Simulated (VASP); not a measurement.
# CdAg (Pm-3m) in VASP: a series of runs, part 2 of 2

VASP 6.6.1. The steps go on from the part before.

### Step 3. Vibrations by perturbation theory, LDA

This run uses another cell than the first one, of 17.40 Å³/atom.

File INCAR:

```
PREC     = Accurate       # precision mode
ENCUT    = 520            # plane-wave cutoff, eV
EDIFF    = 1E-8           # SCF threshold, eV
ISMEAR   = -1             # smearing method
SIGMA    = 0.15           # smearing width, eV
LREAL    = False          # projectors in reciprocal space
LASPH    = True           # aspherical terms in the spheres
NELM     = 60             # most SCF steps
ALGO     = Fast           # electronic algorithm
ISIF     = 2              # what is computed and relaxed
LWAVE    = False          # write WAVECAR
LCHARG   = False          # write CHGCAR
IBRION   = 8              # ionic algorithm
NSW      = 1              # ionic steps
```

File KPOINTS:

```
Automatic mesh
0
Gamma
  12 12 12
```

File POSCAR:

```
CdAg
1.0
    3.2645240345      0.0000000000      0.0000000000
    0.0000000000      3.2645240345      0.0000000000
    0.0000000000      0.0000000000      3.2645240345
Cd Ag
1 1
Direct
    0.5000000000      0.5000000000      0.5000000000
    0.0000000000      0.0000000000      0.0000000000
```

Potentials or basis: VASP PAW LDA potentials, release 64 (Cd, Ag).

Launch:

```
$ cat potpaw_LDA.64/Cd/POTCAR potpaw_LDA.64/Ag/POTCAR > POTCAR
$ mpirun -np 1 vasp_std > vasp.out
```

OUTCAR:

```text
PREC = Accurate
   ENCUT = 520
   EDIFF = 1E-8
   ISMEAR = -1
   LREAL = False
   LASPH = True
   NELM = 60
   ISIF = 2
   IBRION = 8
   NSW = 1

 ion  position               nearest neighbor table
   1  0.500  0.500  0.500-   2 2.83   2 2.83   2 2.83   2 2.83   2 2.83   2 2.83   2 2.83   2 2.83

   2  0.000  0.000  0.000-   1 2.83   1 2.83   1 2.83   1 2.83   1 2.83   1 2.83   1 2.83   1 2.83

  LATTYP: Found a simple cubic cell.
 ALAT       =     3.2645240345

  Lattice vectors:

 A1 = (   3.2645240345,   0.0000000000,   0.0000000000)
 A2 = (   0.0000000000,   3.2645240345,   0.0000000000)
 A3 = (   0.0000000000,   0.0000000000,   3.2645240345)

Analysis of symmetry for initial positions (statically):
=====================================================================
 Subroutine PRICEL returns:
 Original cell was already a primitive cell.

 Routine SETGRP: Setting up the symmetry group for a
 simple cubic supercell.

 Subroutine GETGRP returns: Found 48 space group operations
[... 659 lines left out ...]
 INTERNAL STRAIN TENSOR  FOR ION    2  DIRECTION 1   (eV/Angst):
 -----------------------------------------------------------------------------
     0.00237  0.00000  0.00000
     0.00000 -0.00041  0.00000
     0.00000  0.00000 -0.00041

 INTERNAL STRAIN TENSOR FOR ION    2 for displacements in x,y,z  (eV/Angst):
          X           Y           Z          XY          YZ          ZX
  --------------------------------------------------------------------------------
  x     0.00000     0.00000     0.00000     0.00000     0.00000     0.00000
  y     0.00000     0.00000     0.00000     0.00000     0.00000     0.00000
  z     0.00000     0.00000     0.00000     0.00000     0.00000     0.00000

 SECOND DERIVATIVES (NOT SYMMETRIZED)
 ------------------------------------
               1X          1Y          1Z          2X          2Y          2Z
  1X    -4.398573    0.000000   -0.000000    4.398573   -0.000000    0.000000
  1Y     0.000000   -4.398573    0.000000   -0.000000    4.398573    0.000000
  1Z     0.000000   -0.000000   -4.398573    0.000000    0.000000    4.398573
  2X     4.403336   -0.000000    0.000000   -4.403336    0.000000   -0.000000
  2Y     0.000000    4.403336    0.000000   -0.000000   -4.403336   -0.000000
  2Z    -0.000000    0.000000    4.403336    0.000000   -0.000000   -4.403336

 Eigenvectors and eigenvalues of the dynamical matrix
 ----------------------------------------------------

   1 f  =    4.420409 THz    27.774248 2PiTHz  147.448967 cm-1    18.281334 meV
             X         Y         Z           dx          dy          dz
      1.632262  1.632262  1.632262     0.699584   -0.000000   -0.000000
      0.000000  0.000000  0.000000    -0.714550    0.000000    0.000000
[... 21 lines left out ...]
   6 f/i=    0.001196 THz     0.007514 2PiTHz    0.039892 cm-1     0.004946 meV
             X         Y         Z           dx          dy          dz
      1.632262  1.632262  1.632262     0.714550   -0.000000    0.000000
      0.000000  0.000000  0.000000     0.699584   -0.000000    0.000000

--------------------------------------------------------------------------------------------------------

 ELASTIC MODULI CONTR FROM IONIC RELAXATION (kBar)
 Direction    XX          YY          ZZ          XY          YZ          ZX
 --------------------------------------------------------------------------------
 XX           0.0000      0.0000      0.0000      0.0000      0.0000      0.0000
 YY           0.0000      0.0000      0.0000      0.0000      0.0000      0.0000
 ZZ           0.0000      0.0000      0.0000      0.0000      0.0000      0.0000
 XY           0.0000      0.0000      0.0000      0.0000      0.0000      0.0000
 YZ           0.0000      0.0000      0.0000      0.0000      0.0000      0.0000
 ZX           0.0000      0.0000      0.0000      0.0000      0.0000      0.0000
 --------------------------------------------------------------------------------
```

OSZICAR:

```text
N       E                     dE             d eps       ncg     rms          rms(c)
DAV:   1     0.152596750401E+03    0.15260E+03   -0.12316E+04  2560   0.150E+03
DAV:   2    -0.318998063335E+01   -0.15579E+03   -0.15129E+03  2541   0.360E+02
DAV:   3    -0.590138134239E+01   -0.27114E+01   -0.26999E+01  3115   0.578E+01
DAV:   4    -0.590712956692E+01   -0.57482E-02   -0.57477E-02  2989   0.231E+00
[... 41 lines left out ...]
RMM:   9    -0.296008070890E+00    0.87520E-06   -0.29844E-09  9621   0.101E-04    0.755E-06
RMM:  10    -0.296008091345E+00   -0.20455E-07   -0.22799E-09  8864   0.555E-05    0.259E-06
RMM:  11    -0.296008112578E+00   -0.21233E-07   -0.17295E-09  8352   0.498E-05    0.244E-07
RMM:  12    -0.296008113204E+00   -0.62570E-09   -0.33328E-09  6203   0.475E-05    0.973E-08
 Linear response finished
```

It took 90 s on 1 thread of Intel Xeon 6975P-C (Granite Rapids), shared host; peak memory 0.36 GiB.

What came out:

```
Highest phonon frequency at Γ : 147 cm⁻¹
```

Phonon frequencies in cm⁻¹ (negative: imaginary):
```
              q point        frequencies
(0.000, 0.000, 0.000)  0 0 0 147 147 147
```

### Step 4. Vibrations by perturbation theory, LDA (17.74 Å³/atom)

This run uses another cell than the first one, of 17.74 Å³/atom.

File INCAR:

```
PREC = Accurate
ENCUT = 520
EDIFF = 1E-8
ISMEAR = -1
SIGMA = 0.15
LREAL = False
LASPH = True
NELM = 80
ALGO = Normal
ISIF = 2
LWAVE = False
LCHARG = False
GGA = CA
IBRION = 8
NSW = 1
```

KPOINTS is that of step 3.

File POSCAR:

```
CdAg
1.0
    3.2861440290      0.0000000000      0.0000000000
    0.0000000000      3.2861440290      0.0000000000
    0.0000000000      0.0000000000      3.2861440290
Cd Ag
1 1
Direct
    0.5000000000      0.5000000000      0.5000000000
    0.0000000000      0.0000000000      0.0000000000
```

Potentials or basis: VASP PAW LDA potentials, release 64 (Cd, Ag).

Launch:

```
$ cat potpaw_LDA.64/Cd/POTCAR potpaw_LDA.64/Ag/POTCAR > POTCAR
$ mpirun -np 1 vasp_std > vasp.out
```

OUTCAR:

```text
PREC = Accurate
   ENCUT = 520
   EDIFF = 1E-8
   ISMEAR = -1
   LREAL = False
   LASPH = True
   NELM = 80
   ISIF = 2
   GGA = CA
   IBRION = 8
   NSW = 1

 ion  position               nearest neighbor table
   1  0.500  0.500  0.500-   2 2.85   2 2.85   2 2.85   2 2.85   2 2.85   2 2.85   2 2.85   2 2.85

   2  0.000  0.000  0.000-   1 2.85   1 2.85   1 2.85   1 2.85   1 2.85   1 2.85   1 2.85   1 2.85

  LATTYP: Found a simple cubic cell.
 ALAT       =     3.2861440290

  Lattice vectors:

 A1 = (   3.2861440290,   0.0000000000,   0.0000000000)
 A2 = (   0.0000000000,   3.2861440290,   0.0000000000)
 A3 = (   0.0000000000,   0.0000000000,   3.2861440290)

Analysis of symmetry for initial positions (statically):
=====================================================================
 Subroutine PRICEL returns:
 Original cell was already a primitive cell.

 Routine SETGRP: Setting up the symmetry group for a
[... 660 lines left out ...]

 INTERNAL STRAIN TENSOR  FOR ION    2  DIRECTION 1   (eV/Angst):
 -----------------------------------------------------------------------------
     0.00326  0.00000  0.00000
     0.00000 -0.00011 -0.00000
     0.00000 -0.00000 -0.00011

 INTERNAL STRAIN TENSOR FOR ION    2 for displacements in x,y,z  (eV/Angst):
          X           Y           Z          XY          YZ          ZX
  --------------------------------------------------------------------------------
  x     0.00000     0.00000     0.00000     0.00000     0.00000     0.00000
  y     0.00000     0.00000     0.00000     0.00000     0.00000     0.00000
  z     0.00000     0.00000     0.00000     0.00000     0.00000     0.00000

 SECOND DERIVATIVES (NOT SYMMETRIZED)
 ------------------------------------
               1X          1Y          1Z          2X          2Y          2Z
  1X    -3.967317    0.000000    0.000000    3.967317   -0.000000    0.000000
  1Y     0.000000   -3.967317    0.000000   -0.000000    3.967317   -0.000000
  1Z    -0.000000    0.000000   -3.967317    0.000000    0.000000    3.967317
  2X     3.986685   -0.000000    0.000000   -3.986685    0.000000   -0.000000
  2Y     0.000000    3.986685    0.000000   -0.000000   -3.986685   -0.000000
  2Z    -0.000000    0.000000    3.986685    0.000000   -0.000000   -3.986685

 Eigenvectors and eigenvalues of the dynamical matrix
 ----------------------------------------------------

   1 f  =    4.202189 THz    26.403135 2PiTHz  140.169950 cm-1    17.378851 meV
             X         Y         Z           dx          dy          dz
      1.643072  1.643072  1.643072    -0.054794   -0.696525   -0.017920
      0.000000  0.000000  0.000000     0.056073    0.712775    0.018339
[... 21 lines left out ...]
   6 f/i=    0.005115 THz     0.032137 2PiTHz    0.170608 cm-1     0.021153 meV
             X         Y         Z           dx          dy          dz
      1.643072  1.643072  1.643072     0.031564   -0.171771   -0.693561
      0.000000  0.000000  0.000000     0.030844   -0.167855   -0.677750

--------------------------------------------------------------------------------------------------------

 ELASTIC MODULI CONTR FROM IONIC RELAXATION (kBar)
 Direction    XX          YY          ZZ          XY          YZ          ZX
 --------------------------------------------------------------------------------
 XX           0.0000      0.0000      0.0000      0.0000      0.0000      0.0000
 YY           0.0000      0.0000      0.0000      0.0000      0.0000      0.0000
 ZZ           0.0000      0.0000      0.0000      0.0000      0.0000      0.0000
 XY           0.0000      0.0000      0.0000      0.0000      0.0000      0.0000
 YZ           0.0000      0.0000      0.0000      0.0000      0.0000      0.0000
 ZX           0.0000      0.0000      0.0000      0.0000      0.0000      0.0000
 --------------------------------------------------------------------------------
```

stdout:

```text
POSCAR found type information on POSCAR CdAg
 POSCAR found :  2 types and       2 ions
 scaLAPACK will be used
 LDA part: xc-table for (Slater(with rela. corr.)+CA(PZ))
 , standard interpolation
 POSCAR, INCAR and KPOINTS ok, starting setup
 FFT: planning ... GRIDC
 FFT: planning ... GRID_SOFT
 FFT: planning ... GRID
 WAVECAR not read
 entering main loop
 Linear response reoptimize wavefunctions to high precision
 Linear response DOF=           2
 Linear response progress:
 first order change of Fermi-energy  -0.10400E-04
 force on displaced ion       1 direction 1 :  -3.967   0.000  -0.000
 Linear response progress:
 first order change of Fermi-energy   0.25255E-03
 force on displaced ion       2 direction 1 :  -3.987  -0.000  -0.000
 Linear response finished
```

It took 88 s on 1 thread of Intel Xeon 6975P-C (Granite Rapids), shared host; peak memory 0.36 GiB.

Results:

| Item | Value |
| --- | --- |
| Highest phonon frequency at Γ | 140 cm⁻¹ |

Phonon frequencies in cm⁻¹ (negative: imaginary):
```csv
q point,frequencies
"(0.000, 0.000, 0.000)",0 0 0 140 140 140
```

Caveat: the cell stands under pressure or tension, which shifts response properties.
